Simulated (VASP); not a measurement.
Set up this calculation in VASP 6.6.1, as the native input.

- Task: relaxation of volume and atoms at fixed shape
- Functional: r2SCAN
- Potentials or basis: VASP PAW PBE potentials, release 64 (Pt)
- Cutoff: 600 eV
- k mesh: 10 × 10 × 10
- Occupations: fermi-dirac, width 0.1 eV
- Spin: no spin polarisation
- Dipole correction: no
- Further INCAR settings: ALGO = Normal; EDIFF = 1e-06; IBRION = 2; EDIFFG = -0.01; NSW = 80; ISIF = 8

Crystal: Pt.

```
Pt
1.0
     0.00000    1.96090    1.96090
     1.96090    0.00000    1.96090
     1.96090    1.96090    0.00000
Pt
1
Cartesian
  0.0000 0.0000 0.0000
```

The input as run:

POSCAR

```
Pt
1.0
    0.0000000000      1.9609000000      1.9609000000
    1.9609000000      0.0000000000      1.9609000000
    1.9609000000      1.9609000000      0.0000000000
Pt
1
Direct
    0.0000000000      0.0000000000      0.0000000000
```

INCAR.step1

```
SYSTEM = Pt
PREC = Accurate ; ENCUT = 600
ISMEAR = -1 ; SIGMA = 0.1
LREAL = .False. ; LASPH = .True.
NELM = 100 ; GGA = PE
ALGO = Normal ; EDIFF = 1E-4
LWAVE = .True. ; LCHARG = .False.
```

INCAR.step2

```
SYSTEM = Pt
PREC = Accurate ; ENCUT = 600
EDIFF = 1E-6 ; ISMEAR = -1
SIGMA = 0.1 ; LREAL = .False.
LASPH = .True. ; NELM = 100
ALGO = Normal ; ISIF = 8
LWAVE = .False. ; LCHARG = .False.
METAGGA = R2SCAN ; LMIXTAU = .True.
IBRION = 2 ; NSW = 80
EDIFFG = -0.01 ; ISTART = 1
```

KPOINTS

```
Automatic mesh
0
Gamma
  10 10 10
  0 0 0
```

Potentials or basis: VASP PAW PBE potentials, release 64 (Pt).

Launch:

```console
$ cat potpaw_PBE.64/Pt/POTCAR > POTCAR
$ cp INCAR.step1 INCAR
$ mpirun -np 1 vasp_std > vasp.out
$ cp INCAR.step2 INCAR
$ mpirun -np 1 vasp_std > vasp.out
```

Results of the run:

```json
{
 "Relaxed volume": "15.37 Å³/atom",
 "Relaxed cell": "a = 2.791 Å, b = 2.791 Å, c = 2.791 Å, α = 60.00°, β = 60.00°, γ = 60.00°",
 "Space group after relaxing (to 0.05 Å)": "Fm-3m (No. 225)",
 "Energy gained by relaxing": "4.7 meV/atom",
 "Ionic steps": "3",
 "Pressure after relaxing": "-0.1 GPa",
 "Band gap on the k mesh": "zero (band 5 reaches 11.16 eV, above the bottom of band 6 at 8.88 eV)"
}
```

Caveat: the PAW data sets were made with another functional, which shifts forces and pressure a little; spin-orbit coupling is left out, which moves the levels of the heavy elements.

It took 34 s on 1 thread of Intel(R) Xeon(R) 6975P-C (Granite Rapids), with other jobs on the host, peak memory 0.16 GiB.
